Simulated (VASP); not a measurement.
Set up this calculation in VASP 6.6.1, as the native input.

| Quantity | Value |
| --- | --- |
| Task | single point |
| Functional | PBE |
| Potentials or basis | VASP PAW PBE potentials, release 64 (Te) |
| Cutoff | 520 eV |
| k mesh | 9 × 9 × 9 |
| Occupations | gaussian, width 0.02 eV |
| Spin | no spin polarisation |
| Dipole correction | no |
| Further INCAR settings | ALGO = Normal; EDIFF = 1e-06; NBANDS = 9 |

The structure of Te lies in POSCAR:

```
Te
1.0
    2.3059043427      1.3313144930      1.6909537039
   -2.3059043427      1.3313144930      1.6909537039
    0.0000000000     -2.6626289860      1.6909537039
Te
1
Direct
    0.5000000000      0.5000000000      0.5000000000
```

The input as run:

INCAR

```
SYSTEM = Te
ALGO     = Normal         ! electronic algorithm
EDIFF    = 1E-6           ! SCF threshold, eV
ENCUT    = 520            ! plane-wave cutoff, eV
GGA      = PE             ! functional
ISIF     = 2              ! what is computed and relaxed
ISMEAR   = 0              ! smearing method
LASPH    = .TRUE.         ! aspherical terms in the spheres
LCHARG   = .TRUE.         ! write CHGCAR
LELF     = .TRUE.         ! ELF
LREAL    = .FALSE.        ! projectors in reciprocal space
LVHAR    = .TRUE.       
LWAVE    = .FALSE.        ! write WAVECAR
NBANDS   = 9              ! bands
NELM     = 100            ! most SCF steps
PREC     = Accurate       ! precision mode
SIGMA    = 0.02           ! smearing width, eV
```

KPOINTS

```
k-points
0
G
  9 9 9
  0 0 0
```

Potentials or basis: VASP PAW PBE potentials, release 64 (Te).

Command:

```console
$ cat potpaw_PBE.64/Te/POTCAR > POTCAR
$ mpirun -np 1 vasp_std > vasp.out
```

It gave:

```yaml
Pressure: 2.6 GPa
Band_gap_on_the_k_mesh: zero (band 3 reaches 9.50 eV, above the bottom of band 4 at 4.59 eV)
```

Caveat: spin-orbit coupling is left out, which moves the levels of the heavy elements.

Wall time 6.2 s on 1 thread of Intel(R) Xeon(R) Platinum 8488C (Sapphire Rapids), with other jobs on the host, peak memory 0.15 GiB.
